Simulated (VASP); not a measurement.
Input of a VASP 6.6.1 run:

Contents of INCAR:

```
SYSTEM = W3O
PREC = Accurate
ENCUT = 520
EDIFF = 1E-6
ISMEAR = 0
SIGMA = 0.1
LREAL = .FALSE.
LASPH = .TRUE.
NELM = 60
ALGO = Fast
ISIF = 2
LWAVE = .FALSE.
LCHARG = .FALSE.
LDIPOL = .TRUE.
IDIPOL = 3
DIPOL = 0.5 0.5 0.360
GGA = PE
IBRION = 2
NSW = 36
EDIFFG = -0.025
```

The input KPOINTS:

```
Automatic mesh
0
G
  10 10 1
  0 0 0
```

File POSCAR:

```
W3O
1.0
    2.7571643597      0.0000000000      0.0000000000
   -0.9190547866      2.5994794874      0.0000000000
    0.0000000000      0.0000000000     19.8562161029
W O
3 1
Selective dynamics
Direct
    0.5000000000      0.5000000000      0.2014482507  F F F
    0.0000000000      0.0000000000      0.3111437107  F F F
    0.5000000000      0.5000000000      0.4208362792  F F F
    0.5000000000      0.6666666667      0.5084662682  F F T
```

Potentials or basis: VASP PAW PBE potentials, release 64 (W_sv, O).

Launch:

```console
$ cat potpaw_PBE.64/W_sv/POTCAR potpaw_PBE.64/O/POTCAR > POTCAR
$ mpirun -np 1 vasp_std > vasp.out
```

**Question.** Predict the energy gained by relaxing.

**Answer.** 16.8 meV/atom.

**Question.** Predict the band gap on the k mesh.

**Answer.** Zero (bands 24 and 25 overlap by 1.59 eV).

Final structure:
```cif
data_structure
_symmetry_space_group_name_H-M 'P 1'
_symmetry_Int_Tables_number 1
_cell_length_a 2.7572
_cell_length_b 2.7572
_cell_length_c 19.8562
_cell_angle_alpha 90.000
_cell_angle_beta 90.000
_cell_angle_gamma 109.471
_cell_volume 142.31
loop_
_atom_site_label
_atom_site_type_symbol
_atom_site_fract_x
_atom_site_fract_y
_atom_site_fract_z
_atom_site_occupancy
W1 W 0.50000 0.50000 0.20145 1
W2 W 0.00000 0.00000 0.31114 1
W3 W 0.50000 0.50000 0.42084 1
O1 O 0.50000 0.66667 0.50555 1
```

Caveat: spin-orbit coupling is left out, which moves the levels of the heavy elements.
